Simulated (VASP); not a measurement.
## Al: single point with PBE

Crystal: Al.

```xyz
1
Lattice="-1.5759 1.6569 1.6580 1.4795 -1.5976 1.5023 1.6145 1.6362 -1.5987" Properties=species:S:1:pos:R:3 pbc="T T T"
Al    0.0000    0.0000    0.0000
```

| Property | Result |
| --- | --- |
| Program | VASP 6.6.1 |
| Task | single point |
| Functional | PBE |
| Potentials or basis | VASP PAW PBE potentials, release 64 (Al) |
| Cutoff | 520 eV |
| k mesh | 10 × 11 × 10 |
| Occupations | methfessel-paxton, width 0.1 eV |
| Spin | no spin polarisation |

```yaml
Pressure: 4.2 GPa
Band_gap_on_the_k_mesh: zero (an odd number of electrons rules out a gap without spin polarisation)
```

Stress tensor (GPa, compression positive):
```
 2.11 -2.02  3.18
-2.02  6.39 -3.36
 3.18 -3.36  4.15
```

Levels at points of the mesh, in eV from the Fermi level:
```
           k point  band 1  band 2  band 3  band 4
(0.00, 0.00, 0.00)  -11.34   12.45   13.32   13.81
(0.50, 0.00, 0.00)   -4.73   -4.51    8.62    8.71
(0.00, 0.00, 0.50)   -4.58   -4.20    7.93    8.15
(0.50, 0.00, 0.50)   -4.55   -4.17    7.68    7.89
```

Run time: 15 s on 1 thread of Intel(R) Xeon(R) 6975P-C (Granite Rapids), with other jobs on the host, peak memory 0.17 GiB.

Caveat: the cell stands under pressure.
